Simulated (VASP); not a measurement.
# Zr3Nb (Pm-3n) in VASP: notebook

Zr3Nb is run at these levels: PBE; tasks: relaxation of cell and atoms, single point.

All numbers are computed with VASP 6.6.1; they aren't measurements. Logs are shortened: lines on timing, memory, paths and dates and some standing lists are left out, and cuts for length are marked.

## 1. The cell of the first run

It takes space group Pm-3n (No. 223, cubic). The conventional cell has a = 5.572 Å, b = 5.572 Å, c = 5.572 Å, α = 90.00°, β = 90.00°, γ = 90.00°. Within 3.7 Å of Zr (site symmetry -4m2) lie 10 Zr at 2.79 to 3.41 Å and 4 Nb at 3.12 Å. Nb (site symmetry m-3) has 12 Zr at 3.12 Å within 4.1 Å.

## 2. Relaxation of cell and atoms, PBE

Input file INCAR:

```
PREC     = Accurate       # precision mode
ENCUT    = 500            # plane-wave cutoff, eV
EDIFF    = 1E-7           # SCF threshold, eV
ISMEAR   = 0              # smearing method
SIGMA    = 0.1            # smearing width, eV
LREAL    = F              # projectors in reciprocal space
LASPH    = T              # aspherical terms in the spheres
NELM     = 120            # most SCF steps
ALGO     = Normal         # electronic algorithm
ISIF     = 3              # what is computed and relaxed
LWAVE    = F              # write WAVECAR
LCHARG   = F              # write CHGCAR
GGA      = PE             # functional
IBRION   = 2              # ionic algorithm
NSW      = 100            # ionic steps
EDIFFG   = -0.01          # ionic threshold
GGA_COMPAT= F            
NELMIN   = 4
```

Input file KPOINTS:

```
regular mesh
0
Gamma
  8 8 8
```

Input file POSCAR:

```
Zr3Nb
1.0
    5.5724999814      0.0000000000      0.0000000000
    0.0000000000      5.5724999814      0.0000000000
    0.0000000000      0.0000000000      5.5724999814
Zr Nb
6 2
Direct
    0.0000000000      0.5000000000      0.2500000000
    0.0000000000      0.5000000000      0.7500000000
    0.2500000000      0.0000000000      0.5000000000
    0.7500000000      0.0000000000      0.5000000000
    0.5000000000      0.7500000000      0.0000000000
    0.5000000000      0.2500000000      0.0000000000
    0.0000000000      0.0000000000      0.0000000000
    0.5000000000      0.5000000000      0.5000000000
```

Potentials or basis: VASP PAW PBE potentials, release 64 (Zr_sv, Nb_sv).

Launch:

```
cat potpaw_PBE.64/Zr_sv/POTCAR potpaw_PBE.64/Nb_sv/POTCAR > POTCAR
mpirun -np 1 vasp_std > vasp.out
```

OUTCAR:

```text
PREC = Accurate
   ENCUT = 500
   EDIFF = 1E-7
   ISMEAR = 0
   LREAL = F
   LASPH = T
   NELM = 120
   ISIF = 3
   GGA = PE
   IBRION = 2
   NSW = 100
   EDIFFG = -0.01
   NELMIN = 4

 ion  position               nearest neighbor table
   1  0.000  0.500  0.250-   2 2.79   2 2.79   8 3.12   7 3.12   7 3.12   8 3.12   4 3.41   5 3.41
                             3 3.41   4 3.41   6 3.41   5 3.41   6 3.41   3 3.41
   2  0.000  0.500  0.750-   1 2.79   1 2.79   8 3.12   7 3.12   7 3.12   8 3.12   4 3.41   5 3.41
                             3 3.41   4 3.41   6 3.41   5 3.41   6 3.41   3 3.41
   3  0.250  0.000  0.500-   4 2.79   4 2.79   8 3.12   7 3.12   8 3.12   7 3.12   1 3.41   5 3.41
                             6 3.41   5 3.41   1 3.41   2 3.41   6 3.41   2 3.41
   4  0.750  0.000  0.500-   3 2.79   3 2.79   8 3.12   7 3.12   8 3.12   7 3.12   1 3.41   5 3.41
                             6 3.41   5 3.41   1 3.41   2 3.41   6 3.41   2 3.41
   5  0.500  0.750  0.000-   6 2.79   6 2.79   8 3.12   8 3.12   7 3.12   7 3.12   3 3.41   3 3.41
                             4 3.41   4 3.41   1 3.41   1 3.41   2 3.41   2 3.41
   6  0.500  0.250  0.000-   5 2.79   5 2.79   8 3.12   8 3.12   7 3.12   7 3.12   3 3.41   3 3.41
                             4 3.41   4 3.41   1 3.41   1 3.41   2 3.41   2 3.41
   7  0.000  0.000  0.000-   1 3.12   2 3.12   3 3.12   4 3.12   5 3.12   6 3.12   3 3.12   4 3.12
                             1 3.12   2 3.12   5 3.12   6 3.12
   8  0.500  0.500  0.500-   1 3.12   2 3.12   3 3.12   4 3.12   5 3.12   6 3.12   5 3.12   6 3.12
                             3 3.12   4 3.12   1 3.12   2 3.12

  LATTYP: Found a simple cubic cell.
 ALAT       =     5.5724999814

  Lattice vectors:

 A1 = (   5.5724999814,   0.0000000000,   0.0000000000)
 A2 = (   0.0000000000,   5.5724999814,   0.0000000000)
 A3 = (   0.0000000000,   0.0000000000,   5.5724999814)

Analysis of symmetry for initial positions (statically):
=====================================================================
 Subroutine PRICEL returns:
 Original cell was already a primitive cell.

 Routine SETGRP: Setting up the symmetry group for a
 simple cubic supercell.

 Subroutine GETGRP returns: Found 48 space group operations
 (whereof 24 operations were pure point group operations)
 out of a pool of 48 trial point group operations.

The static configuration has the point symmetry T_h .
 The point group associated with its full space group is O_h .

Analysis of symmetry for dynamics (positions and initial velocities):
=====================================================================
 Subroutine PRICEL returns:
 Original cell was already a primitive cell.

 Routine SETGRP: Setting up the symmetry group for a
 simple cubic supercell.

 Subroutine GETGRP returns: Found 48 space group operations
 (whereof 24 operations were pure point group operations)
 out of a pool of 48 trial point group operations.

The dynamic configuration has the point symmetry T_h .
 The point group associated with its full space group is O_h .

 Subroutine INISYM returns: Found 48 space group operations
 (whereof 24 operations are pure point group operations),
 and found     1 'primitive' translations

----------------------------------------------------------------------------------------

                                     Primitive cell

  volume of cell :     173.0415

  direct lattice vectors                    reciprocal lattice vectors
     5.572499981  0.000000000  0.000000000     0.179452670  0.000000000  0.000000000
     0.000000000  5.572499981  0.000000000     0.000000000  0.179452670  0.000000000
     0.000000000  0.000000000  5.572499981     0.000000000  0.000000000  0.179452670

  length of vectors
     5.572499981  5.572499981  5.572499981     0.179452670  0.179452670  0.179452670

  position of ions in fractional coordinates (direct lattice)
     0.000000000  0.500000000  0.250000000
     0.000000000  0.500000000  0.750000000
     0.250000000  0.000000000  0.500000000
     0.750000000  0.000000000  0.500000000
     0.500000000  0.750000000  0.000000000
     0.500000000  0.250000000  0.000000000
     0.000000000  0.000000000  0.000000000
     0.500000000  0.500000000  0.500000000

  ion indices of the primitive-cell ions
   primitive index   ion index
                 1           1
                 2           2
                 3           3
                 4           4
                 5           5
                 6           6
                 7           7
                 8           8

----------------------------------------------------------------------------------------

 KPOINTS: regular mesh

Automatic generation of k-mesh.
 Grid dimensions read from file:
 generate k-points for:    8    8    8

 Generating k-lattice:

  Cartesian coordinates                     Fractional coordinates (reciprocal lattice)
[... 31 lines left out ...]
   dimension x,y,z NGXF=    84 NGYF=   84 NGZF=   84
   ions per type =               6   2
   NGX,Y,Z   is equivalent  to a cutoff of  12.53, 12.53, 12.53 a.u.
   NGXF,Y,Z  is equivalent  to a cutoff of  25.06, 25.06, 25.06 a.u.
 SYSTEM =  unknown system
   PREC   = accura    normal or accurate (medium, high low for compatibility)
   ISTART =      0    job   : 0-new  1-cont  2-samecut
   ICHARG =      2    charge: 1-file 2-atom 10-const
   ISPIN  =      1    spin polarized calculation?
   LNONCOLLINEAR =      F non collinear calculations
   LSORBIT =      F    spin-orbit coupling
   LASPH  =      T    aspherical Exc in radial PAW
   ENCUT  =  500.0 eV  36.75 Ry    6.06 a.u.  10.16 10.16 10.16*2*pi/ulx,y,z
   NELM   =    120;   NELMIN=  4; NELMDL= -5     # of ELM steps
   EDIFF  = 0.1E-06   stopping-criterion for ELM
   LREAL  =      F    real-space projection
   EDIFFG = -.1E-01   stopping-criterion for IOM
   NSW    =    100    number of steps for IOM
   IBRION =      2    ionic relax: 0-MD 1-quasi-New 2-CG
   NFREE  =      1    steps in history (QN), initial steepest desc. (CG)
   ISIF   =      3    stress and relaxation
   ISYM   =      2    0-nonsym 1-usesym 2-fastsym
   POTIM  = 0.5000    time-step for ionic-motion
   TEBEG  =    0.0;   TEEND  =   0.0 temperature during run
   PSTRESS=    0.0 pullay stress
   NELECT =      98.0000    total number of electrons
   NUPDOWN=      -1.0000    fix difference up-down
   EMIN   =  10.00;   EMAX   =-10.00  energy-range for DOS
   EFERMI =   0.00;   METHOD = LEGACY
   ISMEAR =     0;   SIGMA  =   0.10  broadening in eV -4-tet -1-fermi 0-gaus
   EFERMI_NEDOS =   21; number of points for ismear=-14 and -15
   IALGO  =     38    algorithm
   IMIX   =      4    mixing-type and parameters
     AMIX     =   0.40;   BMIX     =  1.00
     AMIX_MAG =   1.60;   BMIX_MAG =  1.00
  volume/ion in A,a.u.               =      21.63       145.97
  Fermi-wavevector in a.u.,A,eV,Ry     =   1.354462  2.559562 24.960798  1.834567
  Thomas-Fermi vector in A             =   2.481631
   LORBIT       =      0    0 simple, 1 ext, 2 COOP (PROOUT), +10 PAW based schemes
   GGA     = PE    functional components
   LHFCALC =     F    Hartree Fock is set to
   AEXX    =    0.0000 exact exchange contribution
   IVDW    =     0    specifies the selected vdW correction
   LEPSILON=     F    determine dielectric tensor
   LRPA    =     F    only Hartree local field effects (RPA)
 conjugate gradient relaxation of ions
 non-spin polarized calculation
 Gauss-broadening in eV      SIGMA  =   0.10
  energy-cutoff  :      500.00
  volume of cell :      173.04
 maximum number of plane-waves:      4428
 NGX is ok and might be reduce to    42
   NGX = 21   NGY = 21   NGZ = 21

--------------------------------------- Ionic step        1  -------------------------------------------

 number of electron      98.0000003 magnetization

 Free energy of the ion-electron system (eV)
  ---------------------------------------------------
  ext. energy  EPLUGINS =         0.00000000
  ---------------------------------------------------
  free energy    TOTEN  =       -70.25394437 eV

  energy without entropy =      -70.18454376  energy(sigma->0) =      -70.21924406

------------------------ aborting loop because EDIFF is reached ----------------------------------------

  FORCE on cell =-STRESS in cart. coord.  units (eV):
  Direction    XX          YY          ZZ          XY          YZ          ZX
  --------------------------------------------------------------------------------------
  -------------------------------------------------------------------------------------
  Total        0.2988401      0.2988401      0.2988401      0.0000000     -0.0000000      0.0000000
  in kB        2.7669369      2.7669369      2.7669369      0.0000000     -0.0000000      0.0000000
  external PRESSURE =       2.7669369 kB  Pullay stress =       0.0000000 kB
[... 69 lines left out ...]
  energy  without entropy=      -70.1838717313  energy(sigma->0) =      -70.21891355

--------------------------------------- Ionic step        3  -------------------------------------------

 number of electron      98.0000002 magnetization

 Free energy of the ion-electron system (eV)
  ---------------------------------------------------
  ext. energy  EPLUGINS =         0.00000000
  ---------------------------------------------------
  free energy    TOTEN  =       -70.25435231 eV

  energy without entropy =      -70.18460991  energy(sigma->0) =      -70.21948111

 E-fermi :   9.2508     XC(G=0): -11.4300

 val. band max:        9.2468992567   @ k =   0.5000   0.5000   0.3750
 cond. band min:       9.2581098485   @ k =   0.5000   0.1250   0.1250
 fundamental gap:      0.0112105918
 Fermi energy:         9.2508116789

 k-point     1 :       0.0000    0.0000    0.0000
  band No.  band energies     occupation
      1     -45.1528      2.00000
      2     -45.1519      2.00000
      3     -38.9931      2.00000
      4     -38.9295      2.00000
      5     -38.9295      2.00000
      6     -38.7308      2.00000
[... 1453 lines left out ...]
     57      11.2095      0.00000
     58      11.4771      0.00000

 [... further k-points ...]
[... 5 lines left out ...]
  --------------------------------------------------------------------------------------
  -------------------------------------------------------------------------------------
  Total       -0.0028015     -0.0028015     -0.0028015      0.0000000      0.0000000      0.0000000
  in kB       -0.0258686     -0.0258686     -0.0258686      0.0000000      0.0000000      0.0000000
  external PRESSURE =      -0.0258686 kB  Pullay stress =       0.0000000 kB
[... 23 lines left out ...]
  FREE ENERGIE OF THE ION-ELECTRON SYSTEM (eV)
  ---------------------------------------------------
  free  energy   TOTEN  =       -70.2543523074 eV

  energy  without entropy=      -70.1846099130  energy(sigma->0) =      -70.21948111

 reached required accuracy - stopping structural energy minimisation
```

It took 9.3 min on 1 thread of AMD EPYC 9R45 (Zen 5), shared host; peak memory 0.4 GiB.

What came out:

- Free energy: -70.2544 eV
- Relaxed volume: 21.69 Å³/atom
- Relaxed cell: a = 5.578 Å, b = 5.578 Å, c = 5.578 Å, α = 90.00°, β = 90.00°, γ = 90.00°
- Space group after relaxing (to 0.05 Å): Pm-3n (No. 223)
- Energy gained by relaxing: 0.1 meV/atom
- Ionic steps: 3
- Pressure after relaxing: 0.0 GPa
- Band gap on the k mesh: zero (band 49 reaches 9.45 eV, above the bottom of band 50 at 9.09 eV)

The path:
| step | energy change (eV) | largest force (eV/Å) | pressure (GPa) | volume (Å³) |
| --- | --- | --- | --- | --- |
| 1 | 0.0000 | 0.0000 | 0.28 | 173.04 |
| 2 | 0.0000 | 0.0000 | -0.27 | 173.98 |
| 3 | -0.0004 | 0.0000 | 0.00 | 173.51 |

Final structure:
```xyz
8
Lattice="5.5776 0.0000 0.0000 0.0000 5.5776 0.0000 0.0000 0.0000 5.5776" Properties=species:S:1:pos:R:3 pbc="T T T"
Zr    0.0000    2.7888    1.3944
Zr    0.0000    2.7888    4.1832
Zr    1.3944    0.0000    2.7888
Zr    4.1832    0.0000    2.7888
Zr    2.7888    4.1832    0.0000
Zr    2.7888    1.3944    0.0000
Nb    0.0000    0.0000    0.0000
Nb    2.7888    2.7888    2.7888
```

## 3. Single point, PBE

Input file INCAR:

```
SYSTEM = Zr3Nb
ALGO = Normal
EDIFF = 1E-6
ENCUT = 500
GGA = PE
GGA_COMPAT = .FALSE.
ISIF = 2
ISMEAR = 0
LASPH = .TRUE.
LCHARG = .TRUE.
LELF = .TRUE.
LREAL = .FALSE.
LVHAR = .TRUE.
LWAVE = .FALSE.
NBANDS = 59
NELM = 120
PREC = Accurate
SIGMA = 0.1
```

Input file KPOINTS:

```
k-points
0
G
  4 4 4
  0 0 0
```

POSCAR is that of step 2.

Potentials or basis: VASP PAW PBE potentials, release 64 (Zr_sv, Nb_sv).

Launch:

```
cat potpaw_PBE.64/Zr_sv/POTCAR potpaw_PBE.64/Nb_sv/POTCAR > POTCAR
mpirun -np 1 vasp_std > vasp.out
```

Wall time 2 min (1 thread of Intel Xeon Platinum 8259CL at 2.50GHz (Skylake/Cascade Lake), shared host); peak memory 0.29 GiB.

The run converged. Its results:

- Free energy: -70.2882 eV
- Pressure: 0.4 GPa
- Band gap on the k mesh: zero (band 49 reaches 9.47 eV, above the bottom of band 50 at 9.12 eV)

Levels at points of the mesh, in eV from the Fermi level:
```csv
k point,band 47,band 48,band 49,band 50,band 51,band 52
"(0.00, 0.00, 0.00)",-0.31,-0.31,-0.30,-0.08,-0.08,-0.08
"(0.50, 0.00, 0.00)",-0.28,-0.28,0.18,0.18,0.24,0.24
"(0.50, 0.50, 0.00)",-0.48,0.04,0.17,0.21,0.21,0.21
"(0.50, 0.50, 0.50)",-0.18,-0.18,-0.18,-0.18,0.66,0.66
```

## 4. Relaxation of cell and atoms, PBE

This run uses another cell than the first one, of 16.74 Å³/atom, 0.774 times its volume.

Input file INCAR:

```
SYSTEM = Zr3Nb
PREC     = Accurate       ! precision mode
ENCUT    = 500            ! plane-wave cutoff, eV
EDIFF    = 1E-7           ! SCF threshold, eV
ISMEAR   = 0              ! smearing method
SIGMA    = 0.1            ! smearing width, eV
LREAL    = .False.        ! projectors in reciprocal space
LASPH    = .True.         ! aspherical terms in the spheres
NELM     = 120            ! most SCF steps
ALGO     = Normal         ! electronic algorithm
ISIF     = 3              ! what is computed and relaxed
LWAVE    = .False.        ! write WAVECAR
LCHARG   = .False.        ! write CHGCAR
GGA      = PE             ! functional
IBRION   = 2              ! ionic algorithm
NSW      = 90             ! ionic steps
EDIFFG   = -0.04          ! ionic threshold
GGA_COMPAT= .False.      
NELMIN   = 4
```

Input file KPOINTS:

```
Automatic mesh
0
Gamma
  4 4 4
  0 0 0
```

POSCAR, as its differences from that of step 3:

```diff
@@ -2,5 +2,5 @@
 1.0
-    5.5724999814      0.0000000000      0.0000000000
-    0.0000000000      5.5724999814      0.0000000000
-    0.0000000000      0.0000000000      5.5724999814
+    5.1159040958      0.0000000000      0.0000000000
+    0.0000000000      5.1159040958      0.0000000000
+    0.0000000000      0.0000000000      5.1159040958
 Zr Nb
```

Launch:

```
cat potpaw_PBE.64/Zr_sv/POTCAR potpaw_PBE.64/Nb_sv/POTCAR > POTCAR
mpirun -np 1 vasp_std > vasp.out
```

It took 6 min on 1 thread of Intel Xeon Platinum 8259CL at 2.50GHz (Skylake/Cascade Lake), shared host; peak memory 0.27 GiB.

Results (log left out):

```yaml
Free_energy: -70.2562 eV
Relaxed_volume: 21.74 Å³/atom
Relaxed_cell: a = 5.582 Å, b = 5.582 Å, c = 5.582 Å, α = 90.00°, β = 90.00°, γ = 90.00°
Space_group_after_relaxing_to_0.05_Å: Pm-3n (No. 223)
Energy_gained_by_relaxing: 541.4 meV/atom
Ionic_steps: 4
Pressure_after_relaxing: -0.3 GPa
Band_gap_on_the_k_mesh: zero (band 49 reaches 9.41 eV, above the bottom of band 50 at 9.06 eV)
```

The path:
```
step  energy change (eV)  largest force (eV/Å)  pressure (GPa)  volume (Å³)
   1              0.0000                0.0000           41.83       133.90
   2              0.5241                0.0000          -18.85       237.67
   3             -4.3187                0.0000           -1.58       176.07
   4             -4.3313                0.0000           -0.28       173.90
```

Final structure:
```xyz
8
Lattice="5.5817 0.0000 0.0000 0.0000 5.5817 0.0000 0.0000 0.0000 5.5817" Properties=species:S:1:pos:R:3 pbc="T T T"
Zr    0.0000    2.7908    1.3954
Zr    0.0000    2.7908    4.1862
Zr    1.3954    0.0000    2.7908
Zr    4.1862    0.0000    2.7908
Zr    2.7908    4.1862    0.0000
Zr    2.7908    1.3954    0.0000
Nb    0.0000    0.0000    0.0000
Nb    2.7908    2.7908    2.7908
```

Levels at points of the mesh, in eV from the Fermi level:
```
           k point  band 47  band 48  band 49  band 50  band 51  band 52
(0.00, 0.00, 0.00)    -0.31    -0.31    -0.29    -0.09    -0.09    -0.09
(0.50, 0.00, 0.00)    -0.28    -0.28     0.17     0.17     0.24     0.24
(0.50, 0.50, 0.00)    -0.47     0.04     0.16     0.20     0.20     0.22
(0.50, 0.50, 0.50)    -0.17    -0.17    -0.17    -0.17     0.65     0.65
```

Caveat: the volume moved by over 15 % at a fixed basis, so the end points are rough.

## 5. Single point, PBE

This run uses another cell than the first one, of 21.69 Å³/atom, 1.003 times its volume.

Input file INCAR:

```
SYSTEM = Zr3Nb
ALGO = Normal ; EDIFF = 1E-6
ENCUT = 500 ; GGA = PE
GGA_COMPAT = .False. ; ISIF = 2
ISMEAR = 0 ; LASPH = .True.
LCHARG = .True. ; LELF = .True.
LREAL = .False. ; LVHAR = .True.
LWAVE = .False. ; NBANDS = 59
NELM = 120 ; PREC = Accurate
SIGMA = 0.1
```

Input file KPOINTS:

```
k-points
0
Gamma
  8 8 8
  0 0 0
```

POSCAR, as its differences from that of step 4:

```diff
@@ -2,5 +2,5 @@
 1.0
-    5.1159040958      0.0000000000      0.0000000000
-    0.0000000000      5.1159040958      0.0000000000
-    0.0000000000      0.0000000000      5.1159040958
+    5.5775946300      0.0000000000      0.0000000000
+    0.0000000000      5.5775946300      0.0000000000
+    0.0000000000      0.0000000000      5.5775946300
 Zr Nb
```

Launch:

```
cat potpaw_PBE.64/Zr_sv/POTCAR potpaw_PBE.64/Nb_sv/POTCAR > POTCAR
mpirun -np 1 vasp_std > vasp.out
```

Run time: 7.8 min. Hardware: 1 thread of Intel Xeon Platinum 8259CL at 2.50GHz (Skylake/Cascade Lake), shared host; peak memory 0.41 GiB.

The run converged. Its results:

- Free energy: -70.2546 eV
- Pressure: 0.0 GPa
- Band gap on the k mesh: zero (band 49 reaches 9.45 eV, above the bottom of band 50 at 9.09 eV)

Levels at points of the mesh, in eV from the Fermi level:
```
           k point  band 47  band 48  band 49  band 50  band 51  band 52
(0.00, 0.00, 0.00)    -0.29    -0.29    -0.28    -0.07    -0.07    -0.07
(0.50, 0.00, 0.00)    -0.26    -0.26     0.19     0.19     0.26     0.26
(0.50, 0.50, 0.00)    -0.46     0.05     0.18     0.22     0.22     0.24
(0.50, 0.50, 0.50)    -0.16    -0.16    -0.16    -0.16     0.67     0.67
```

## 6. Summary

| task | cell | k mesh | gap on the mesh (eV) | pressure (GPa) | relaxed volume (Å³/atom) |
| --- | --- | --- | --- | --- | --- |
| relaxation of cell and atoms | relaxed from a = 5.572 Å, 8 atoms | 8 × 8 × 8 | none | 0.0 | 21.69 |
| single point | a = 5.572 Å, 8 atoms | 4 × 4 × 4 | none | 0.4 | - |
| relaxation of cell and atoms | relaxed from a = 5.116 Å, 8 atoms | 4 × 4 × 4 | none | -0.3 | 21.74 |
| single point | a = 5.578 Å, 8 atoms | 8 × 8 × 8 | none | 0.0 | - |

Alike in all rows: level PBE; potentials or basis VASP PAW PBE potentials, release 64 (Zr_sv, Nb_sv); no spin polarisation; cutoff (eV) 500; smearing gaussian 0.1 eV.

Caveats: the volume moved by over 15 % at a fixed basis, so the end points are rough (some runs).

Total energies depend on the potentials used, so only differences within one code and one set of settings carry meaning.
